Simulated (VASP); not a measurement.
# Si (P1) in VASP: single point with LDA

Aim: the single point of Si with LDA.

Everything below comes from runs of VASP 6.6.1. Logs are shortened: lines on timing, memory, paths and dates and some standing lists are left out, and cuts for length are marked.

**1. The cell of the first run**

The typed cell holds 16 atoms: a = 5.688 Å, b = 5.688 Å, c = 9.788 Å, α = 90.00°, β = 90.00°, γ = 109.47°.

**2. Single point, LDA (the distance across one plane changed)**

File INCAR:

```
  ALGO = Normal
  EDIFF = 1E-6
  ENCUT = 500
  GGA = CA
  GGA_COMPAT = F
  ISIF = 2
  ISMEAR = 0
  LASPH = T
  LCHARG = F
  LREAL = F
  LWAVE = F
  NBANDS = 46
  NELM = 120
  PREC = Accurate
  SIGMA = 0.15
```

File KPOINTS:

```
k-points
0
Gamma
  7 7 4
```

File POSCAR:

```
Si
1.0
   -3.2836945321      3.2836945321     -3.2836945321
   -3.2836945321     -3.2836945321      3.2836945321
    0.0000000000      6.9209424548      6.9209424548
Si
16
Direct
    0.8977581535      0.8977581535      0.7602158573
    0.3977581535      0.3977581535      0.2857581438
    0.2500000000      0.9544836931      0.9004258486
    0.7500000000      0.4544836931      0.4259681351
    0.6477581535      0.1477581535      0.8034069832
    0.1477581535      0.6477581535      0.3289492697
    0.7044836931      0.5000000000      0.6631969919
    0.2044836931      0.0000000000      0.1887392784
    0.6022418465      0.6022418465      0.0917204130
    0.1022418465      0.1022418465      0.5661781265
    0.2500000000      0.5455163069      0.9004258486
    0.7500000000      0.0455163069      0.4259681351
    0.8522418465      0.3522418465      0.0485292871
    0.3522418465      0.8522418465      0.5229870006
    0.2955163069      0.5000000000      0.6631969919
    0.7955163069      0.0000000000      0.1887392784
```

Potentials or basis: VASP PAW LDA potentials, release 64 (Si).

On the command line:

```bash
$ cat potpaw_LDA.64/Si/POTCAR > POTCAR
$ mpirun -np 1 vasp_std > vasp.out
```

OUTCAR:

```text
EDIFF = 1E-6
   ENCUT = 500
   GGA = CA
   ISIF = 2
   ISMEAR = 0
   LASPH = T
   LREAL = F
   NELM = 120
   PREC = Accurate

 ion  position               nearest neighbor table
   1  0.898  0.898  0.760-  10 2.33   7 2.36   3 2.36   5 2.36
   2  0.398  0.398  0.286-   9 2.33   8 2.36   4 2.36   6 2.36
   3  0.250  0.954  0.900-  11 2.33   5 2.36   1 2.36   8 2.85
   4  0.750  0.454  0.426-  12 2.33   6 2.36   2 2.36   7 2.36
   5  0.648  0.148  0.803-   3 2.36   7 2.36   1 2.36  13 2.75
   6  0.148  0.648  0.329-  14 2.33   4 2.36   8 2.36   2 2.36
[... 8 lines left out ...]
  15  0.296  0.500  0.663-   7 2.33  11 2.36  10 2.36  14 2.36
  16  0.796  0.000  0.189-   8 2.33  12 2.36   9 2.36  13 2.36

  LATTYP: Found a base centered orthorhombic cell.
 ALAT       =     6.5673890642
 B/A-ratio  =     1.4142135624
 C/A-ratio  =     1.4903473189

  Lattice vectors:

 A1 = (  -3.2836945321,   3.2836945321,  -3.2836945321)
 A2 = (  -3.2836945321,  -3.2836945321,   3.2836945321)
 A3 = (   0.0000000000,   6.9209424548,   6.9209424548)

Analysis of symmetry for initial positions (statically):
=====================================================================
 Subroutine PRICEL returns:
 Original cell was already a primitive cell.

 Routine SETGRP: Setting up the symmetry group for a
 base centered orthorhombic supercell.

 Subroutine GETGRP returns: Found  1 space group operations
 (whereof  1 operations were pure point group operations)
 out of a pool of  8 trial point group operations.

The static configuration has the point symmetry C_1 .

Analysis of symmetry for dynamics (positions and initial velocities):
=====================================================================
 Subroutine PRICEL returns:
 Original cell was already a primitive cell.

 Routine SETGRP: Setting up the symmetry group for a
 base centered orthorhombic supercell.

 Subroutine GETGRP returns: Found  1 space group operations
 (whereof  1 operations were pure point group operations)
 out of a pool of  8 trial point group operations.

The dynamic configuration has the point symmetry C_1 .

 Subroutine INISYM returns: Found  1 space group operations
 (whereof  1 operations are pure point group operations),
 and found     1 'primitive' translations

----------------------------------------------------------------------------------------

                                     Primitive cell

  volume of cell :     298.5044

  direct lattice vectors                    reciprocal lattice vectors
    -3.283694532  3.283694532 -3.283694532    -0.152267513  0.076133757 -0.076133757
    -3.283694532 -3.283694532  3.283694532    -0.152267513 -0.076133757  0.076133757
     0.000000000  6.920942455  6.920942455     0.000000000  0.072244496  0.072244496

  length of vectors
     5.687525766  5.687525766  9.787690684     0.186488856  0.186488856  0.102169146

  position of ions in fractional coordinates (direct lattice)
     0.897758153  0.897758153  0.760215857
     0.397758153  0.397758153  0.285758144
     0.250000000  0.954483693  0.900425849
     0.750000000  0.454483693  0.425968135
     0.647758153  0.147758153  0.803406983
     0.147758153  0.647758153  0.328949270
[... 8 lines left out ...]
     0.295516307  0.500000000  0.663196992
     0.795516307  0.000000000  0.188739278

  ion indices of the primitive-cell ions
   primitive index   ion index
                 1           1
                 2           2
                 3           3
                 4           4
                 5           5
                 6           6
[... 8 lines left out ...]
                15          15
                16          16

----------------------------------------------------------------------------------------

 KPOINTS: k-points

Automatic generation of k-mesh.
 Grid dimensions read from file:
 generate k-points for:    7    7    4

 Generating k-lattice:

  Cartesian coordinates                     Fractional coordinates (reciprocal lattice)
    -0.021752502  0.010876251 -0.010876251     0.142857143  0.000000000  0.000000000
    -0.021752502 -0.010876251  0.010876251     0.000000000  0.142857143  0.000000000
     0.000000000  0.018061124  0.018061124     0.000000000  0.000000000  0.250000000

  Length of vectors
     0.026641265  0.026641265  0.025542287

  Shift w.r.t. Gamma in fractional coordinates (k-lattice)
     0.000000000  0.000000000  0.000000000

 Subroutine IBZKPT returns following result:
 ===========================================

 Found     99 irreducible k-points:

 Following reciprocal coordinates:
            Coordinates               Weight
  0.000000  0.000000  0.000000      1.000000
  0.142857  0.000000  0.000000      2.000000
  0.000000  0.142857  0.000000      2.000000
  0.285714  0.000000  0.000000      2.000000
  0.000000  0.285714  0.000000      2.000000
  0.428571  0.000000  0.000000      2.000000
[... 16 lines left out ...]
 -0.285714  0.285714  0.000000      2.000000
  0.428571  0.428571  0.000000      2.000000
 [... further k-points ...]
   k-points           NKPTS =     99   k-points in BZ     NKDIM =     99   number of bands    NBANDS=     46
   number of dos      NEDOS =    301   number of ions     NIONS =     16
   total plane-waves  NPLWV = 127008
   dimension x,y,z NGX =    42 NGY =   42 NGZ =   72
   dimension x,y,z NGXF=    84 NGYF=   84 NGZF=  144
   ions per type =              16
   NGX,Y,Z   is equivalent  to a cutoff of  12.28, 12.28, 12.23 a.u.
   NGXF,Y,Z  is equivalent  to a cutoff of  24.55, 24.55, 24.46 a.u.
 SYSTEM =  unknown system
   PREC   = accura    normal or accurate (medium, high low for compatibility)
   ISTART =      0    job   : 0-new  1-cont  2-samecut
   ICHARG =      2    charge: 1-file 2-atom 10-const
   ISPIN  =      1    spin polarized calculation?
   LNONCOLLINEAR =      F non collinear calculations
   LSORBIT =      F    spin-orbit coupling
   LASPH  =      T    aspherical Exc in radial PAW
   ENCUT  =  500.0 eV  36.75 Ry    6.06 a.u.  10.37 10.37 17.85*2*pi/ulx,y,z
   NELM   =    120;   NELMIN=  2; NELMDL= -5     # of ELM steps
   EDIFF  = 0.1E-05   stopping-criterion for ELM
   LREAL  =      F    real-space projection
   EDIFFG = 0.1E-04   stopping-criterion for IOM
   NSW    =      0    number of steps for IOM
   IBRION =     -1    ionic relax: 0-MD 1-quasi-New 2-CG
   NFREE  =      0    steps in history (QN), initial steepest desc. (CG)
   ISIF   =      2    stress and relaxation
   ISYM   =      2    0-nonsym 1-usesym 2-fastsym
   POTIM  = 0.5000    time-step for ionic-motion
   TEBEG  =    0.0;   TEEND  =   0.0 temperature during run
   PSTRESS=    0.0 pullay stress
   NELECT =      64.0000    total number of electrons
   NUPDOWN=      -1.0000    fix difference up-down
   EMIN   =  10.00;   EMAX   =-10.00  energy-range for DOS
   EFERMI =   0.00;   METHOD = LEGACY
   ISMEAR =     0;   SIGMA  =   0.15  broadening in eV -4-tet -1-fermi 0-gaus
   EFERMI_NEDOS =   21; number of points for ismear=-14 and -15
   IALGO  =     38    algorithm
   IMIX   =      4    mixing-type and parameters
     AMIX     =   0.40;   BMIX     =  1.00
     AMIX_MAG =   1.60;   BMIX_MAG =  1.00
  volume/ion in A,a.u.               =      18.66       125.90
  Fermi-wavevector in a.u.,A,eV,Ry     =   0.979831  1.851612 13.062533  0.960069
  Thomas-Fermi vector in A             =   2.110715
   LORBIT       =      0    0 simple, 1 ext, 2 COOP (PROOUT), +10 PAW based schemes
   GGA     = CA    functional components
   LHFCALC =     F    Hartree Fock is set to
   AEXX    =    0.0000 exact exchange contribution
   IVDW    =     0    specifies the selected vdW correction
   LEPSILON=     F    determine dielectric tensor
   LRPA    =     F    only Hartree local field effects (RPA)
 non-spin polarized calculation
 Gauss-broadening in eV      SIGMA  =   0.15
  energy-cutoff  :      500.00
  volume of cell :      298.50
 maximum number of plane-waves:      7604
 NGX is ok and might be reduce to    42
   NGX = 21   NGY = 21   NGZ = 35

 number of electron      64.0000000 magnetization

 Free energy of the ion-electron system (eV)
  ---------------------------------------------------
  ext. energy  EPLUGINS =         0.00000000
  ---------------------------------------------------
  free energy    TOTEN  =       -91.84293657 eV

  energy without entropy =      -91.81030587  energy(sigma->0) =      -91.82662122

 E-fermi :   6.7199     XC(G=0): -10.0178

 val. band max:        6.7122972935   @ k =  -0.1429   0.1429   0.0000
 cond. band min:       6.7252876545   @ k =  -0.4286   0.1429   0.0000
 fundamental gap:      0.0129903610
 Fermi energy:         6.7198656069

 k-point     1 :       0.0000    0.0000    0.0000
  band No.  band energies     occupation
      1      -5.8576      2.00000
      2      -4.6120      2.00000
      3      -4.0407      2.00000
      4      -2.0722      2.00000
      5      -2.0278      2.00000
      6      -1.5746      2.00000
[... 36 lines left out ...]
     43      10.3272      0.00000
     44      10.3345      0.00000

 k-point     2 :       0.1429    0.0000    0.0000
  band No.  band energies     occupation
      1      -5.7621      2.00000
      2      -4.5227      2.00000
      3      -3.9537      2.00000
      4      -2.6829      2.00000
      5      -2.0434      2.00000
      6      -1.8399      2.00000
[... 36 lines left out ...]
     43       9.8949      0.00000
     44      10.0234      0.00000

 k-point     3 :       0.0000    0.1429    0.0000
  band No.  band energies     occupation
      1      -5.7619      2.00000
      2      -4.5204      2.00000
      3      -3.9529      2.00000
      4      -2.6818      2.00000
      5      -2.0087      2.00000
      6      -1.8274      2.00000
[... 976 lines left out ...]
     43       9.6973      0.00000
     44       9.9363      0.00000

 k-point    24 :       0.4286    0.4286    0.0000
  band No.  band energies     occupation
      1      -4.2905      2.00000
      2      -4.2653      2.00000
      3      -3.7331      2.00000
      4      -3.4996      2.00000
      5      -3.1288      2.00000
      6      -2.5843      2.00000
[... 36 lines left out ...]
     43       9.6189      0.00000
     44       9.7323      0.00000

 [... further k-points ...]

 [bands above 44 left out]

------------------------ aborting loop because EDIFF is reached ----------------------------------------

  FORCE on cell =-STRESS in cart. coord.  units (eV):
  Direction    XX          YY          ZZ          XY          YZ          ZX
  --------------------------------------------------------------------------------------
  -------------------------------------------------------------------------------------
  Total       -3.0601384     -7.5059505     -7.4110154      1.2476944     -5.9314254      0.3841021
  in kB      -16.4248312    -40.2870575    -39.7775078      6.6968116    -31.8360314      2.0616099
  external PRESSURE =     -32.1631322 kB  Pullay stress =       0.0000000 kB

 VOLUME and BASIS-vectors are now :
 -----------------------------------------------------------------------------
  energy-cutoff  :      500.00
  volume of cell :      298.50
      direct lattice vectors                 reciprocal lattice vectors
    -3.283694532  3.283694532 -3.283694532    -0.152267513  0.076133757 -0.076133757
    -3.283694532 -3.283694532  3.283694532    -0.152267513 -0.076133757  0.076133757
     0.000000000  6.920942455  6.920942455     0.000000000  0.072244496  0.072244496

 POSITION                                       TOTAL-FORCE (eV/Angst)
 -----------------------------------------------------------------------------------
     -5.89593      5.26141      5.26141        -0.080768     -0.049595      0.143800
     -2.61223      1.97772      1.97772         0.095717     -0.161277     -0.085437
     -3.95516      3.91849      8.54510        -0.007893      0.767562      0.969231
     -3.95516      3.91849      1.97772        -0.063343     -0.045156     -0.053074
     -2.61223      7.20218      3.91849        -0.436539      0.853252      0.840151
     -2.61223      0.63479      3.91849         0.113656     -0.146841     -0.180616
[... 8 lines left out ...]
     -2.61223      3.91849      5.26141         0.110092     -0.009103     -0.058608
     -2.61223      3.91849     -1.30598        -0.008946     -0.269930     -0.334935
 -----------------------------------------------------------------------------------
    total drift:                                0.000052     -0.000030      0.000107

  FREE ENERGIE OF THE ION-ELECTRON SYSTEM (eV)
  ---------------------------------------------------
  free  energy   TOTEN  =       -91.8429365672 eV

  energy  without entropy=      -91.8103058666  energy(sigma->0) =      -91.82662122
```

Wall time 12 min (1 thread of Intel Xeon 6975P-C (Granite Rapids), shared host); peak memory 0.82 GiB.

What came out:

| Item | Value |
| --- | --- |
| Free energy | -91.8429 eV |
| Pressure | -3.2 GPa |
| Largest force | 1.958 eV/Å |
| Band gap on the k mesh | zero (bands 32 and 33 overlap by 0.34 eV) |

Forces on the atoms (eV/Å):
```
Si  -0.081 -0.050  0.144
Si   0.096 -0.161 -0.085
Si  -0.008  0.768  0.969
Si  -0.063 -0.045 -0.053
Si  -0.437  0.853  0.840
Si   0.114 -0.147 -0.181
Si  -0.060  0.233  0.210
Si   0.015 -0.680 -0.998
Si   0.509 -0.974 -0.467
Si  -0.004  0.056 -0.005
Si   0.156  1.481  1.272
Si  -0.006  0.002 -0.011
Si  -0.229 -1.133 -1.409
Si  -0.103  0.077  0.168
Si   0.110 -0.009 -0.059
Si  -0.009 -0.270 -0.335
```

Stress tensor (GPa, compression positive):
```
-1.64  0.67  0.21
 0.67 -4.03 -3.18
 0.21 -3.18 -3.98
```

Caveat: the cell differs from its parent crystal (the distance across one plane changed); the cell stands under tension; semilocal functionals underestimate gaps, so a narrow gap can read as zero; forces of over 1 eV/Å act on the atoms, so gaps and moduli don't describe the material at rest.
